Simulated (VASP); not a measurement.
## Ag: relaxation of cell and atoms with PBEsol

Crystal: Ag.

```xyz
2
Lattice="2.7866 0.0000 0.0000 -1.3933 2.4133 0.0000 0.0000 0.0000 4.5590" Properties=species:S:1:pos:R:3 pbc="T T T"
Ag    0.0000    1.6088    1.1398
Ag    1.3933    0.8044    3.4193
```

This isn't the form of Ag at room conditions, which is fcc.

* Program: VASP 6.6.1
* Task: relaxation of cell and atoms
* Functional: PBEsol
* Potentials or basis: VASP PAW PBE potentials, release 64 (Ag)
* Cutoff: 600 eV
* k mesh: 18 × 18 × 10
* Occupations: gaussian, width 0.1 eV
* Spin: no spin polarisation
* Target pressure: 12 GPa
* Dipole correction: no
* Further INCAR settings: ALGO = Fast; EDIFF = 1e-06; IBRION = 2; EDIFFG = -0.008; NSW = 70; ISIF = 3

```json
{"Relaxed volume": "15.36 Å³/atom", "Relaxed cell": "a = 2.789 Å, b = 2.789 Å, c = 4.562 Å, α = 90.00°, β = 90.00°, γ = 120.00°", "Space group after relaxing (to 0.1 Å)": "P6_3/mmc (No. 194)", "Energy change on relaxing (the run minimises the enthalpy)": "-2.7 meV/atom", "Ionic steps": "3", "Pressure after relaxing": "12.0 GPa", "Band gap on the k mesh": "zero (bands 11 and 12 overlap by 7.88 eV)"}
```

The path:
| step | energy change (eV) | largest force (eV/Å) | pressure (GPa) | volume (Å³) |
| --- | --- | --- | --- | --- |
| 1 | 0.0000 | 0.0000 | 12.30 | 30.66 |
| 2 | -0.0096 | 0.0000 | 11.67 | 30.79 |
| 3 | -0.0053 | 0.0000 | 11.98 | 30.73 |

Final structure:
```cif
data_structure
_symmetry_space_group_name_H-M 'P 1'
_symmetry_Int_Tables_number 1
_cell_length_a 2.7889
_cell_length_b 2.7889
_cell_length_c 4.5618
_cell_angle_alpha 90.000
_cell_angle_beta 90.000
_cell_angle_gamma 120.000
_cell_volume 30.73
loop_
_atom_site_label
_atom_site_type_symbol
_atom_site_fract_x
_atom_site_fract_y
_atom_site_fract_z
_atom_site_occupancy
Ag1 Ag 0.33333 0.66667 0.25000 1
Ag2 Ag 0.66667 0.33333 0.75000 1
```

Levels at points of the mesh, in eV from the Fermi level:
| k point | band 8 | band 9 | band 10 | band 11 | band 12 | band 13 | band 14 | band 15 |
| --- | --- | --- | --- | --- | --- | --- | --- | --- |
| (0.00, 0.00, 0.00) | -4.32 | -4.32 | -3.10 | -3.10 | -0.73 | 4.21 | 15.92 | 17.93 |
| (0.50, 0.00, 0.00) | -2.93 | -2.86 | -2.76 | 0.12 | 1.85 | 7.39 | 7.62 | 10.37 |
| (0.00, 0.00, 0.50) | -4.95 | -3.47 | -3.47 | -3.47 | -3.47 | 11.93 | 11.93 | 16.34 |
| (0.50, 0.00, 0.50) | -3.19 | -2.82 | -2.82 | 0.63 | 0.63 | 5.26 | 5.26 | 14.49 |

Run time: 3.3 min on 1 thread of Intel(R) Xeon(R) Platinum 8375C CPU @ 2.90GHz (Ice Lake), on a shared host, peak memory 0.24 GiB.

Caveat: the cell is relaxed towards a set pressure, so the run minimises the enthalpy, not the energy; the PAW data sets were made with another functional, which shifts forces and pressure a little.
